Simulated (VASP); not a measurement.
Here is a VASP 6.6.1 calculation.

File INCAR:

```
SYSTEM = CaBr
  ALGO = Fast
  EDIFF = 1E-6
  ENCUT = 520
  GGA = PS
  ISIF = 2
  ISMEAR = 1
  LASPH = .True.
  LCHARG = .False.
  LREAL = .False.
  LWAVE = .False.
  NBANDS = 25
  NELM = 60
  PREC = Accurate
  SIGMA = 0.05
```

File KPOINTS:

```
k-points
0
Gamma
  12 12 5
  0 0 0
```

File POSCAR:

```
CaBr
1.0
    4.0841480343      0.0000000000      0.0000000000
   -2.0420740171      3.5369759505      0.0000000000
    0.0000000000      0.0000000000      9.6721260000
Br Ca
2 2
Direct
    0.6666666667      0.3333333333      0.5344880000
    0.3333333333      0.6666666667      0.0344880000
    0.6666666667      0.3333333333      0.8405120000
    0.3333333333      0.6666666667      0.3405120000
```

Potentials or basis: VASP PAW PBE potentials, release 64 (Br, Ca_sv).

The run is started by

```console
$ cat potpaw_PBE.64/Br/POTCAR potpaw_PBE.64/Ca_sv/POTCAR > POTCAR
$ mpirun -np 1 vasp_std > vasp.out
```

Task: Estimate the band gap on the k mesh.

Result: Zero (bands 17 and 18 overlap by 1.13 eV).

Task: Predict the pressure.

Result: -0.8 GPa.

Stress tensor (GPa, compression positive):
```
-0.92  0.00  0.00
 0.00 -0.92  0.00
 0.00  0.00 -0.46
```

Caveat: the PAW data sets were made with another functional, which shifts forces and pressure a little.
